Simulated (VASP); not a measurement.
## LiIn4: single point with PBE

Crystal: LiIn4.

```
CELL_PARAMETERS angstrom
3.31488 0.00000 0.00000
-1.65744 2.87077 0.00000
0.00000 0.00000 10.65894
ATOMIC_POSITIONS crystal
Li 0.00000 0.00000 0.00000
In 0.33333 0.66667 0.86586
In 0.33333 0.66667 0.37680
In 0.66667 0.33333 0.13414
In 0.66667 0.33333 0.62320
```

The cell was generated, and may not be a known phase.

```
Program             : VASP 6.6.1
Task                : single point
Functional          : PBE
Potentials or basis : VASP PAW PBE potentials, release 64 (Li_sv, In_d)
Cutoff              : 520 eV
k mesh              : 6 × 6 × 2
Occupations         : gaussian, width 0.1 eV
Spin                : no spin polarisation
```

| Property | Result |
| --- | --- |
| Largest force | 2.263 eV/Å |
| Band gap on the k mesh | zero (an odd number of electrons rules out a gap without spin polarisation) |

Forces on the atoms (eV/Å):
```
Li   0.000  0.000  0.000
In   0.000  0.000 -2.263
In   0.000  0.000  0.155
In   0.000  0.000  2.263
In   0.000  0.000 -0.155
```

Levels at points of the mesh, in eV from the Fermi level:
| k point | band 25 | band 26 | band 27 | band 28 | band 29 | band 30 |
| --- | --- | --- | --- | --- | --- | --- |
| (0.00, 0.00, 0.00) | -4.79 | -3.64 | 2.32 | 3.43 | 7.16 | 7.16 |
| (0.50, 0.00, 0.00) | -4.01 | -3.42 | -2.81 | -0.24 | 0.03 | 0.26 |
| (0.00, 0.00, 0.50) | -6.55 | -1.36 | -0.53 | 6.55 | 7.14 | 7.14 |
| (0.50, 0.00, 0.50) | -4.15 | -2.46 | -2.25 | -1.94 | -0.98 | 2.72 |

Run time: 2.4 min on 1 thread of Intel(R) Xeon(R) Platinum 8488C (Sapphire Rapids), on a shared host, peak memory 0.25 GiB.

Caveat: the k points lie up to 0.36 Å⁻¹ apart, too coarse for converged energies and pressures of a metal; spin-orbit coupling is left out, which moves the levels of the heavy elements; forces of over 1 eV/Å act on the atoms, so gaps and moduli don't describe the material at rest.
